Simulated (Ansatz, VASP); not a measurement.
Two plane-wave programs on BaZrO3

The input INCAR:

```
SYSTEM = BaZrO3
  PREC = Accurate
  ENCUT = 520
  EDIFF = 1E-7
  ISMEAR = 0
  SIGMA = 0.05
  LREAL = .False.
  LASPH = .True.
  NELM = 60
  ALGO = Normal
  ISIF = 2
  LWAVE = .False.
  LCHARG = .False.
  GGA = PE
  NBANDS = 28
```

The input KPOINTS:

```
regular mesh
0
Gamma
  4 4 4
  0 0 0
```

The input POSCAR:

```
BaZrO3
1.0
    4.1815040793      0.0000000000      0.0000000000
    0.0000000000      4.1815040793      0.0000000000
    0.0000000000      0.0000000000      4.1815040793
Ba Zr O
1 1 3
Direct
    0.0000000000      0.0000000000      0.0000000000
    0.5000000000      0.5000000000      0.5000000000
    0.0000000000      0.5000000000      0.5000000000
    0.5000000000      0.5000000000      0.0000000000
    0.5000000000      0.0000000000      0.5000000000
```

Input for Ansatz:

```yaml
crystal:
  lattice:
    - [4.1815040793, 0.0, 0.0]
    - [0.0, 4.1815040793, 0.0]
    - [0.0, 0.0, 4.1815040793]
  atoms:
    - { symbol: Ba, position: [0.0, 0.0, 0.0] }
    - { symbol: Zr, position: [0.5, 0.5, 0.5] }
    - { symbol: O, position: [0.0, 0.5, 0.5] }
    - { symbol: O, position: [0.5, 0.5, 0.0] }
    - { symbol: O, position: [0.5, 0.0, 0.5] }
basis:
  ecutwfc: 420
  ecutrho_ratio: 4
kpoints:
  mp_grid: { grid: [4, 4, 4] }
hamiltonian:
  xc: pbe
scf:
  occupations: { method: gaussian, width: 0.05 }
output:
  forces: true
  stress: true
  eigenvalues: true
  populations: true
  write_density: true
  write_potential: true
  elf: true
  volumetric_format: npy
```

Alike in both runs: task single point; functional PBE; k mesh 4 × 4 × 4; occupations gaussian, width 0.05 eV; no spin polarisation.

```csv
,VASP,Ansatz
version,VASP 6.6.1,Ansatz 0.2.0
potentials or method,"VASP PAW PBE potentials, release 64 (Ba_sv, Zr_sv, O), cutoff 520 eV","scalar-relativistic, plane waves, PAW"
valence electrons in the cell,40,40
```

```csv
,VASP,Ansatz,Ansatz less VASP
gap on the k mesh at the Fermi level (eV),3.20,3.25,+0.052
least direct gap on the mesh (eV),3.41,3.44,+0.023
pressure (GPa),6.4,5.3,-1.08
```

With one functional, cell and mesh, what is left measures potentials, basis and numerics.

Neither program's run includes spin-orbit coupling.
